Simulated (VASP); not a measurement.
Al: relaxation of cell and atoms with PBEsol

Al:

```
Al
1.0
     0.00000    2.02481    2.02481
     2.02481    0.00000    2.02481
     2.02481    2.02481    0.00000
Al
1
Cartesian
  0.0000 0.0000 0.0000
```

```yaml
Program: VASP 6.6.1
Task: relaxation of cell and atoms
Functional: PBEsol
Potentials_or_basis: VASP PAW PBE potentials, release 64 (Al)
Cutoff: 600 eV
k_mesh: 20 × 20 × 20
Occupations: fermi-dirac, width 0.1 eV
Spin: no spin polarisation
Dipole_correction: no
Further_INCAR_settings: ALGO = Normal; EDIFF = 1e-07; IBRION = 2; EDIFFG = -0.01; NSW = 60; ISIF = 3
```

| Quantity | Value |
| --- | --- |
| Relaxed volume | 16.19 Å³/atom |
| Relaxed cell | a = 2.840 Å, b = 2.840 Å, c = 2.840 Å, α = 60.00°, β = 60.00°, γ = 60.00° |
| Space group after relaxing (to 0.05 Å) | Fm-3m (No. 225) |
| Energy gained by relaxing | 2.5 meV/atom |
| Ionic steps | 3 |
| Pressure after relaxing | 0.0 GPa |

Step by step:
| step | energy change (eV) | largest force (eV/Å) | pressure (GPa) | volume (Å³) |
| --- | --- | --- | --- | --- |
| 1 | 0.0000 | 0.0000 | -1.92 | 16.60 |
| 2 | -0.0024 | 0.0000 | 0.33 | 16.13 |
| 3 | -0.0025 | 0.0000 | 0.00 | 16.19 |

Final structure:
```cif
data_structure
_symmetry_space_group_name_H-M 'P 1'
_symmetry_Int_Tables_number 1
_cell_length_a 2.8398
_cell_length_b 2.8398
_cell_length_c 2.8398
_cell_angle_alpha 60.000
_cell_angle_beta 60.000
_cell_angle_gamma 60.000
_cell_volume 16.19
loop_
_atom_site_label
_atom_site_type_symbol
_atom_site_fract_x
_atom_site_fract_y
_atom_site_fract_z
_atom_site_occupancy
Al1 Al 0.00000 0.00000 0.00000 1
```

Levels at points of the mesh, in eV from the Fermi level:
```csv
k point,band 1,band 2,band 3,band 4
"(0.00, 0.00, 0.00)",-11.29,12.67,12.67,12.67
"(0.50, 0.00, 0.00)",-4.70,-4.43,11.49,11.49
"(0.50, 0.50, 0.00)",-2.99,-1.64,5.23,5.64
```

Run time: 13 s on 1 thread of Intel(R) Xeon(R) 6975P-C (Granite Rapids), on a shared host, peak memory 0.15 GiB.

Caveat: the PAW data sets were made with another functional, which shifts forces and pressure a little.
